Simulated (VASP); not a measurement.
A run of VASP 6.6.1 is set up as follows.

Contents of POSCAR:

```
Te2Mo
1.0
    3.5602328140      0.0000000000      0.0000000000
   -1.7801164070      3.0832520603      0.0000000000
    0.0000000000      0.0000000000     17.5240578200
Te Mo
2 1
Direct
    0.3302759528      0.6605519055      0.8987923343
    0.3302759528      0.6605519055      0.1030814343
    0.0000000000      0.0000000000      0.0000000000
```

File INCAR.step1:

```
PREC     = Accurate       # precision mode
ENCUT    = 520            # plane-wave cutoff, eV
ISMEAR   = 0              # smearing method
SIGMA    = 0.05           # smearing width, eV
LREAL    = F              # projectors in reciprocal space
LASPH    = T              # aspherical terms in the spheres
NELM     = 80             # most SCF steps
NBANDS   = 20             # bands
GGA      = PE             # functional
ALGO     = Normal         # electronic algorithm
EDIFF    = 1E-4           # SCF threshold, eV
LWAVE    = T              # write WAVECAR
LCHARG   = F              # write CHGCAR
```

The input INCAR.step2:

```
PREC     = Accurate       # precision mode
ENCUT    = 520            # plane-wave cutoff, eV
EDIFF    = 1E-6           # SCF threshold, eV
ISMEAR   = 0              # smearing method
SIGMA    = 0.05           # smearing width, eV
LREAL    = F              # projectors in reciprocal space
LASPH    = T              # aspherical terms in the spheres
NELM     = 80             # most SCF steps
ALGO     = Normal         # electronic algorithm
ISIF     = 2              # what is computed and relaxed
LWAVE    = F              # write WAVECAR
LCHARG   = F              # write CHGCAR
METAGGA  = R2SCAN         # meta-GGA
LMIXTAU  = T            
NBANDS   = 20             # bands
ISTART   = 1
```

KPOINTS

```
Automatic mesh
0
Gamma
  12 12 2
```

Potentials or basis: VASP PAW PBE potentials, release 64 (Te, Mo_sv).

Run with:

```sh
$ cat potpaw_PBE.64/Te/POTCAR potpaw_PBE.64/Mo_sv/POTCAR > POTCAR
$ cp INCAR.step1 INCAR
$ mpirun -np 1 vasp_std > vasp.out
$ cp INCAR.step2 INCAR
$ mpirun -np 1 vasp_std > vasp.out
```

What does it give for the band gap on the k mesh?

1.13 eV.

What does it give for the largest force?

0.453 eV/Å.

Forces in eV/Å, atoms in the order of the input:
```
Te   0.000  0.141 -0.207
Te   0.000  0.132 -0.154
Mo   0.000 -0.273  0.361
```

Caveat: the cell differs from its parent crystal (all Te atoms moved +0.025 Å, as atom 1 towards its neighbour atom 3 (Mo) at 2.726 Å); there is no dipole correction, which matters where the two faces differ; the PAW data sets were made with another functional, which shifts forces and pressure a little; spin-orbit coupling is left out, which moves the levels of the heavy elements.
